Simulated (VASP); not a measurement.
# Sc3AlN4 (P-43m) in VASP: further runs

Sc3AlN4 is run at these levels: PBEsol; tasks: single point, relaxation of cell and atoms.

All numbers are computed with VASP 6.6.1; they aren't measurements. Logs are shortened: lines on timing, memory, paths and dates and some standing lists are left out, and cuts for length are marked.

## 1. The cell of the first run

It takes space group P-43m (No. 215, cubic). The conventional cell has a = 4.728 Å, b = 4.728 Å, c = 4.728 Å, α = 90.00°, β = 90.00°, γ = 90.00°. Within 2.8 Å of Sc (site symmetry -42m) lie 4 N at 2.08 Å. Within 2.6 Å of Al (site symmetry -43m) lie 4 N at 1.94 Å. Within 2.6 Å of N (site symmetry 3m) lie 1 Al at 1.94 Å and 3 Sc at 2.08 Å.

## 2. Single point, PBEsol

INCAR

```
ALGO     = Normal         # electronic algorithm
EDIFF    = 1E-6           # SCF threshold, eV
ENCUT    = 520            # plane-wave cutoff, eV
GGA      = PS             # functional
ISIF     = 2              # what is computed and relaxed
ISMEAR   = 0              # smearing method
LASPH    = True           # aspherical terms in the spheres
LCHARG   = False          # write CHGCAR
LREAL    = False          # projectors in reciprocal space
LWAVE    = False          # write WAVECAR
NBANDS   = 38             # bands
NELM     = 100            # most SCF steps
PREC     = Accurate       # precision mode
SIGMA    = 0.02           # smearing width, eV
```

KPOINTS

```
k-points
0
Gamma
  6 6 6
```

POSCAR

```
Sc3AlN4
1.0
    4.7282132318      0.0000000000      0.0000000000
    0.0000000000      4.7282132318      0.0000000000
    0.0000000000      0.0000000000      4.7282132318
Sc Al N
3 1 4
Direct
    0.5000000000      0.5000000000      0.0000000000
    0.5000000000      0.0000000000      0.5000000000
    0.0000000000      0.5000000000      0.5000000000
    0.0000000000      0.0000000000      0.0000000000
    0.7626750315      0.7626750315      0.2373249685
    0.7626750315      0.2373249685      0.7626750315
    0.2373249685      0.7626750315      0.7626750315
    0.2373249685      0.2373249685      0.2373249685
```

Potentials or basis: VASP PAW PBE potentials, release 64 (Sc_sv, Al, N).

Started as:

```
> cat potpaw_PBE.64/Sc_sv/POTCAR potpaw_PBE.64/Al/POTCAR potpaw_PBE.64/N/POTCAR > POTCAR
> mpirun -np 1 vasp_std > vasp.out
```

OUTCAR:

```text
EDIFF = 1E-6
   ENCUT = 520
   GGA = PS
   ISIF = 2
   ISMEAR = 0
   LASPH = True
   LREAL = False
   NELM = 100
   PREC = Accurate

 ion  position               nearest neighbor table
   1  0.500  0.500  0.000-   5 2.08   6 2.08   7 2.08   8 2.08   3 3.34   4 3.34   2 3.34   2 3.34
                             3 3.34   2 3.34   4 3.34   2 3.34   3 3.34   4 3.34   3 3.34   4 3.34
   2  0.500  0.000  0.500-   5 2.08   6 2.08   7 2.08   8 2.08   3 3.34   4 3.34   1 3.34   1 3.34
                             4 3.34   1 3.34   3 3.34   1 3.34   3 3.34   4 3.34   4 3.34   3 3.34
   3  0.000  0.500  0.500-   5 2.08   6 2.08   7 2.08   8 2.08   2 3.34   4 3.34   1 3.34   1 3.34
                             4 3.34   2 3.34   4 3.34   4 3.34   1 3.34   2 3.34   1 3.34   2 3.34
   4  0.000  0.000  0.000-   5 1.94   6 1.94   7 1.94   8 1.94   2 3.34   3 3.34   1 3.34   2 3.34
                             3 3.34   1 3.34   3 3.34   3 3.34   1 3.34   2 3.34   2 3.34   1 3.34
   5  0.763  0.763  0.237-   4 1.94   2 2.08   3 2.08   1 2.08
   6  0.763  0.237  0.763-   4 1.94   2 2.08   3 2.08   1 2.08
   7  0.237  0.763  0.763-   4 1.94   2 2.08   3 2.08   1 2.08
   8  0.237  0.237  0.237-   4 1.94   2 2.08   3 2.08   1 2.08

  LATTYP: Found a simple cubic cell.
 ALAT       =     4.7282132318

  Lattice vectors:

 A1 = (   4.7282132318,   0.0000000000,   0.0000000000)
 A2 = (   0.0000000000,   4.7282132318,   0.0000000000)
 A3 = (   0.0000000000,   0.0000000000,   4.7282132318)

Analysis of symmetry for initial positions (statically):
=====================================================================
 Subroutine PRICEL returns:
 Original cell was already a primitive cell.

 Routine SETGRP: Setting up the symmetry group for a
 simple cubic supercell.

 Subroutine GETGRP returns: Found 24 space group operations
 (whereof 24 operations were pure point group operations)
 out of a pool of 48 trial point group operations.

The static configuration has the point symmetry T_d .

Analysis of symmetry for dynamics (positions and initial velocities):
=====================================================================
 Subroutine PRICEL returns:
 Original cell was already a primitive cell.

 Routine SETGRP: Setting up the symmetry group for a
 simple cubic supercell.

 Subroutine GETGRP returns: Found 24 space group operations
 (whereof 24 operations were pure point group operations)
 out of a pool of 48 trial point group operations.

The dynamic configuration has the point symmetry T_d .

 Subroutine INISYM returns: Found 24 space group operations
 (whereof 24 operations are pure point group operations),
 and found     1 'primitive' translations

----------------------------------------------------------------------------------------

                                     Primitive cell

  volume of cell :     105.7039

  direct lattice vectors                    reciprocal lattice vectors
     4.728213232  0.000000000  0.000000000     0.211496384  0.000000000  0.000000000
     0.000000000  4.728213232  0.000000000     0.000000000  0.211496384  0.000000000
     0.000000000  0.000000000  4.728213232     0.000000000  0.000000000  0.211496384

  length of vectors
     4.728213232  4.728213232  4.728213232     0.211496384  0.211496384  0.211496384

  position of ions in fractional coordinates (direct lattice)
     0.500000000  0.500000000  0.000000000
     0.500000000  0.000000000  0.500000000
     0.000000000  0.500000000  0.500000000
     0.000000000  0.000000000  0.000000000
     0.762675032  0.762675032  0.237324968
     0.762675032  0.237324968  0.762675032
     0.237324968  0.762675032  0.762675032
     0.237324968  0.237324968  0.237324968

  ion indices of the primitive-cell ions
   primitive index   ion index
                 1           1
                 2           2
                 3           3
                 4           4
                 5           5
                 6           6
                 7           7
                 8           8

----------------------------------------------------------------------------------------

 KPOINTS: k-points

Automatic generation of k-mesh.
 Grid dimensions read from file:
 generate k-points for:    6    6    6

 Generating k-lattice:

  Cartesian coordinates                     Fractional coordinates (reciprocal lattice)
     0.035249397  0.000000000  0.000000000     0.166666667  0.000000000  0.000000000
     0.000000000  0.035249397  0.000000000     0.000000000  0.166666667  0.000000000
     0.000000000  0.000000000  0.035249397     0.000000000  0.000000000  0.166666667

  Length of vectors
     0.035249397  0.035249397  0.035249397

  Shift w.r.t. Gamma in fractional coordinates (k-lattice)
     0.000000000  0.000000000  0.000000000

 Subroutine IBZKPT returns following result:
 ===========================================

 Found     20 irreducible k-points:

 Following reciprocal coordinates:
            Coordinates               Weight
  0.000000  0.000000  0.000000      1.000000
  0.166667  0.000000  0.000000      6.000000
  0.333333  0.000000  0.000000      6.000000
  0.500000  0.000000  0.000000      3.000000
  0.166667  0.166667  0.000000     12.000000
  0.333333  0.166667  0.000000     24.000000
[... 12 lines left out ...]
  0.500000  0.500000  0.333333      6.000000
  0.500000  0.500000  0.500000      1.000000
   k-points           NKPTS =     20   k-points in BZ     NKDIM =     20   number of bands    NBANDS=     38
   number of dos      NEDOS =    301   number of ions     NIONS =      8
   total plane-waves  NPLWV =  46656
   dimension x,y,z NGX =    36 NGY =   36 NGZ =   36
   dimension x,y,z NGXF=    72 NGYF=   72 NGZF=   72
   ions per type =               3   1   4
   NGX,Y,Z   is equivalent  to a cutoff of  12.66, 12.66, 12.66 a.u.
   NGXF,Y,Z  is equivalent  to a cutoff of  25.32, 25.32, 25.32 a.u.
 SYSTEM =  unknown system
   PREC   = accura    normal or accurate (medium, high low for compatibility)
   ISTART =      0    job   : 0-new  1-cont  2-samecut
   ICHARG =      2    charge: 1-file 2-atom 10-const
   ISPIN  =      1    spin polarized calculation?
   LNONCOLLINEAR =      F non collinear calculations
   LSORBIT =      F    spin-orbit coupling
   LASPH  =      T    aspherical Exc in radial PAW
   ENCUT  =  520.0 eV  38.22 Ry    6.18 a.u.   8.79  8.79  8.79*2*pi/ulx,y,z
   NELM   =    100;   NELMIN=  2; NELMDL= -5     # of ELM steps
   EDIFF  = 0.1E-05   stopping-criterion for ELM
   LREAL  =      F    real-space projection
   EDIFFG = 0.1E-04   stopping-criterion for IOM
   NSW    =      0    number of steps for IOM
   IBRION =     -1    ionic relax: 0-MD 1-quasi-New 2-CG
   NFREE  =      0    steps in history (QN), initial steepest desc. (CG)
   ISIF   =      2    stress and relaxation
   ISYM   =      2    0-nonsym 1-usesym 2-fastsym
   POTIM  = 0.5000    time-step for ionic-motion
   TEBEG  =    0.0;   TEEND  =   0.0 temperature during run
   PSTRESS=    0.0 pullay stress
   NELECT =      56.0000    total number of electrons
   NUPDOWN=      -1.0000    fix difference up-down
   EMIN   =  10.00;   EMAX   =-10.00  energy-range for DOS
   EFERMI =   0.00;   METHOD = LEGACY
   ISMEAR =     0;   SIGMA  =   0.02  broadening in eV -4-tet -1-fermi 0-gaus
   EFERMI_NEDOS =   21; number of points for ismear=-14 and -15
   IALGO  =     38    algorithm
   IMIX   =      4    mixing-type and parameters
     AMIX     =   0.40;   BMIX     =  1.00
     AMIX_MAG =   1.60;   BMIX_MAG =  1.00
  volume/ion in A,a.u.               =      13.21        89.17
  Fermi-wavevector in a.u.,A,eV,Ry     =   1.324668  2.503260 23.874768  1.754746
  Thomas-Fermi vector in A             =   2.454186
   LORBIT       =      0    0 simple, 1 ext, 2 COOP (PROOUT), +10 PAW based schemes
   GGA     = PS    functional components
   LHFCALC =     F    Hartree Fock is set to
   AEXX    =    0.0000 exact exchange contribution
   IVDW    =     0    specifies the selected vdW correction
   LEPSILON=     F    determine dielectric tensor
   LRPA    =     F    only Hartree local field effects (RPA)
 non-spin polarized calculation
 Gauss-broadening in eV      SIGMA  =   0.02
  energy-cutoff  :      520.00
  volume of cell :      105.70
 maximum number of plane-waves:      2897
 NGX is ok and might be reduce to    36
   NGX = 17   NGY = 17   NGZ = 17

 number of electron      55.9999993 magnetization

 Free energy of the ion-electron system (eV)
  ---------------------------------------------------
  ext. energy  EPLUGINS =         0.00000000
  ---------------------------------------------------
  free energy    TOTEN  =       -70.76795232 eV

  energy without entropy =      -70.76795232  energy(sigma->0) =      -70.76795232

 E-fermi :   3.6364     XC(G=0): -10.8388

 val. band max:        3.4821224627   @ k =   0.0000   0.0000   0.0000
 cond. band min:       5.9565646115   @ k =   0.0000   0.0000   0.0000
 fundamental gap:      2.4744421487
 Fermi energy:         3.6364469321

 k-point     1 :       0.0000    0.0000    0.0000
  band No.  band energies     occupation
      1     -43.4050      2.00000
      2     -43.3461      2.00000
      3     -43.3461      2.00000
      4     -22.4349      2.00000
      5     -22.4349      2.00000
      6     -22.4349      2.00000
[... 30 lines left out ...]
     37       9.4459      0.00000
     38       9.4459      0.00000

 k-point     2 :       0.1667    0.0000    0.0000
  band No.  band energies     occupation
      1     -43.4015      2.00000
      2     -43.3496      2.00000
      3     -43.3461      2.00000
      4     -22.4234      2.00000
      5     -22.4234      2.00000
      6     -22.4143      2.00000
[... 30 lines left out ...]
     37       9.4385      0.00000
     38       9.5741      0.00000

 k-point     3 :       0.3333    0.0000    0.0000
  band No.  band energies     occupation
      1     -43.3925      2.00000
      2     -43.3585      2.00000
      3     -43.3460      2.00000
      4     -22.3972      2.00000
      5     -22.3972      2.00000
      6     -22.3569      2.00000
[... 30 lines left out ...]
     37       9.4579      0.00000
     38       9.8155      0.00000

 k-point     4 :       0.5000    0.0000    0.0000
  band No.  band energies     occupation
      1     -43.3853      2.00000
      2     -43.3657      2.00000
      3     -43.3460      2.00000
      4     -22.3815      2.00000
      5     -22.3815      2.00000
      6     -22.2908      2.00000
[... 30 lines left out ...]
     37       9.8247      0.00000
     38       9.9149      0.00000
[... 539 lines left out ...]
      4     -22.5240      2.00000
      5     -22.3330      2.00000
      6     -22.3281      2.00000
[... 30 lines left out ...]
     37       8.9959      0.00000
     38       9.2452      0.00000

 k-point    19 :       0.5000    0.5000    0.3333
  band No.  band energies     occupation
      1     -43.3655      2.00000
      2     -43.3655      2.00000
      3     -43.3655      2.00000
      4     -22.5436      2.00000
      5     -22.3486      2.00000
      6     -22.3279      2.00000
[... 30 lines left out ...]
     37       8.9778      0.00000
     38       8.9778      0.00000

 k-point    20 :       0.5000    0.5000    0.5000
  band No.  band energies     occupation
      1     -43.3654      2.00000
      2     -43.3654      2.00000
      3     -43.3654      2.00000
      4     -22.5669      2.00000
      5     -22.3466      2.00000
      6     -22.3466      2.00000
[... 30 lines left out ...]
     37       8.9154      0.00000
     38       8.9154      0.00000

------------------------ aborting loop because EDIFF is reached ----------------------------------------

  FORCE on cell =-STRESS in cart. coord.  units (eV):
  Direction    XX          YY          ZZ          XY          YZ          ZX
  --------------------------------------------------------------------------------------
  -------------------------------------------------------------------------------------
  Total        0.3379427      0.3379427      0.3379427      0.0000000     -0.0000000      0.0000000
  in kB        5.1222701      5.1222701      5.1222701      0.0000000     -0.0000000      0.0000000
  external PRESSURE =       5.1222701 kB  Pullay stress =       0.0000000 kB

 VOLUME and BASIS-vectors are now :
 -----------------------------------------------------------------------------
  energy-cutoff  :      520.00
  volume of cell :      105.70
      direct lattice vectors                 reciprocal lattice vectors
     4.728213232  0.000000000  0.000000000     0.211496384  0.000000000  0.000000000
     0.000000000  4.728213232  0.000000000     0.000000000  0.211496384  0.000000000
     0.000000000  0.000000000  4.728213232     0.000000000  0.000000000  0.211496384

 POSITION                                       TOTAL-FORCE (eV/Angst)
 -----------------------------------------------------------------------------------
      2.36411      2.36411      0.00000         0.000000     -0.000000     -0.000000
      2.36411      0.00000      2.36411         0.000000      0.000000     -0.000000
      0.00000      2.36411      2.36411         0.000000      0.000000     -0.000000
      0.00000      0.00000      0.00000         0.000000      0.000000      0.000000
      3.60609      3.60609      1.12212         0.031554      0.031554     -0.031554
      3.60609      1.12212      3.60609         0.031554     -0.031554      0.031554
      1.12212      3.60609      3.60609        -0.031554      0.031554      0.031554
      1.12212      1.12212      1.12212        -0.031554     -0.031554     -0.031554
 -----------------------------------------------------------------------------------
    total drift:                                0.000000      0.000000      0.000000

  FREE ENERGIE OF THE ION-ELECTRON SYSTEM (eV)
  ---------------------------------------------------
  free  energy   TOTEN  =       -70.7679523166 eV

  energy  without entropy=      -70.7679523166  energy(sigma->0) =      -70.76795232
```

It took 33 s on 1 thread of Intel Xeon 6975P-C (Granite Rapids), shared host; peak memory 0.23 GiB.

Results:

| Property | Result |
| --- | --- |
| Free energy | -70.7680 eV |
| Pressure | 0.5 GPa |
| Largest force | 0.055 eV/Å |
| Band gap on the k mesh | 2.47 eV, direct |

Forces in eV/Å, atoms in the order of the input:
```
Sc   0.000  0.000  0.000
Sc   0.000  0.000  0.000
Sc   0.000  0.000  0.000
Al   0.000  0.000  0.000
N    0.032  0.032 -0.032
N    0.032 -0.032  0.032
N   -0.032  0.032  0.032
N   -0.032 -0.032 -0.032
```

Levels at points of the mesh, in eV from the valence-band top:
| k point | band 26 | band 27 | band 28 | band 29 | band 30 | band 31 |
| --- | --- | --- | --- | --- | --- | --- |
| (0.00, 0.00, 0.00) | 0.00 | 0.00 | 0.00 | 2.47 | 2.72 | 2.72 |
| (0.50, 0.00, 0.00) | -0.63 | -0.36 | -0.36 | 2.63 | 2.63 | 3.29 |
| (0.50, 0.50, 0.00) | -0.79 | -0.79 | -0.59 | 3.91 | 3.91 | 3.99 |
| (0.50, 0.50, 0.50) | -0.88 | -0.88 | -0.88 | 3.88 | 4.92 | 4.92 |

Caveat: the PAW data sets were made with another functional, which shifts forces and pressure a little. A k mesh can miss the band edges.

## 3. Relaxation of cell and atoms, PBEsol

This run uses another cell than the first one, of 13.25 Å³/atom, 1.003 times its volume.

INCAR

```
SYSTEM = Sc3AlN4
ALGO = Normal ; EDIFF = 1E-7
EDIFFG = -0.005 ; ENCUT = 600
GGA = PS ; IBRION = 2
ISIF = 3 ; ISMEAR = 0
LASPH = .True. ; LCHARG = .False.
LREAL = .False. ; LWAVE = .False.
NELM = 60 ; NSW = 100
PREC = Accurate ; SIGMA = 0.02
```

KPOINTS

```
k-points
0
Gamma
  6 6 6
  0 0 0
```

POSCAR

```
Sc3AlN4
1.0
    4.7324910448      0.0000000000      0.0000000000
    0.0000000000      4.7324910448      0.0000000000
    0.0000000000      0.0000000000      4.7324910448
Sc Al N
3 1 4
Direct
    0.5000000000      0.5000000000      0.0000000000
    0.5000000000      0.0000000000      0.5000000000
    0.0000000000      0.5000000000      0.5000000000
    0.0000000000      0.0000000000      0.0000000000
    0.7628195589      0.7628195589      0.2371804411
    0.7628195589      0.2371804411      0.7628195589
    0.2371804411      0.7628195589      0.7628195589
    0.2371804411      0.2371804411      0.2371804411
```

Potentials or basis: VASP PAW PBE potentials, release 64 (Sc_sv, Al, N).

Started as:

```
> cat potpaw_PBE.64/Sc_sv/POTCAR potpaw_PBE.64/Al/POTCAR potpaw_PBE.64/N/POTCAR > POTCAR
> mpirun -np 1 vasp_std > vasp.out
```

OUTCAR:

```text
SYSTEM = Sc3AlN4
   EDIFF = 1E-7
   EDIFFG = -0.005
   ENCUT = 600
   GGA = PS
   IBRION = 2
   ISIF = 3
   ISMEAR = 0
   LASPH = .True.
   LREAL = .False.
   NELM = 60
   NSW = 100
   PREC = Accurate

 ion  position               nearest neighbor table
   1  0.500  0.500  0.000-   5 2.09   6 2.09   7 2.09   8 2.09   3 3.35   4 3.35   2 3.35   2 3.35
                             3 3.35   2 3.35   4 3.35   2 3.35   3 3.35   4 3.35   3 3.35   4 3.35
   2  0.500  0.000  0.500-   5 2.09   6 2.09   7 2.09   8 2.09   3 3.35   4 3.35   1 3.35   1 3.35
[... 988 lines left out ...]
  in kB       -0.1246789     -0.1246789     -0.1246789     -0.0000000     -0.0000000      0.0000000
  external PRESSURE =      -0.1246789 kB  Pullay stress =       0.0000000 kB

 VOLUME and BASIS-vectors are now :
 -----------------------------------------------------------------------------
  energy-cutoff  :      600.00
  volume of cell :      106.00
      direct lattice vectors                 reciprocal lattice vectors
     4.732624258  0.000000000 -0.000000000     0.211299259 -0.000000000  0.000000000
     0.000000000  4.732624258 -0.000000000    -0.000000000  0.211299259 -0.000000000
    -0.000000000  0.000000000  4.732624258     0.000000000  0.000000000  0.211299259

 POSITION                                       TOTAL-FORCE (eV/Angst)
 -----------------------------------------------------------------------------------
      2.36631      2.36631     -0.00000        -0.000000      0.000000     -0.000000
      2.36631      0.00000      2.36631        -0.000000      0.000000     -0.000000
      4.73262      2.36631      2.36631        -0.000000      0.000000     -0.000000
      4.73262      0.00000     -0.00000        -0.000000      0.000000     -0.000000
      3.61090      3.61090      1.12172         0.000058      0.000058     -0.000058
      3.61090      1.12172      3.61090         0.000058     -0.000058      0.000058
      1.12172      3.61090      3.61090        -0.000058      0.000058      0.000058
      1.12172      1.12172      1.12172        -0.000058     -0.000058     -0.000058
 -----------------------------------------------------------------------------------
    total drift:                               -0.000000     -0.000000     -0.000000

  FREE ENERGIE OF THE ION-ELECTRON SYSTEM (eV)
  ---------------------------------------------------
  free  energy   TOTEN  =       -70.7760213406 eV

  energy  without entropy=      -70.7760213406  energy(sigma->0) =      -70.77602134

 reached required accuracy - stopping structural energy minimisation
```

It took 95 s on 1 thread of AMD EPYC 9R45 (Zen 5), shared host; peak memory 0.25 GiB.

Results:

```yaml
Free_energy: -70.7760 eV
Energy_gained_by_relaxing: 0.0 meV/atom
Ionic_steps: 2
Pressure_after_relaxing: 0.0 GPa
Band_gap_on_the_k_mesh: 2.46 eV, direct
```

Final structure:
```
Sc Al N
1.0
     4.73262    0.00000    0.00000
     0.00000    4.73262    0.00000
     0.00000    0.00000    4.73262
Sc Al N
3 1 4
Direct
  0.50000 0.50000 0.00000
  0.50000 0.00000 0.50000
  0.00000 0.50000 0.50000
  0.00000 0.00000 0.00000
  0.76298 0.76298 0.23702
  0.76298 0.23702 0.76298
  0.23702 0.76298 0.76298
  0.23702 0.23702 0.23702
```

Caveat: the PAW data sets were made with another functional, which shifts forces and pressure a little. A k mesh can miss the band edges.
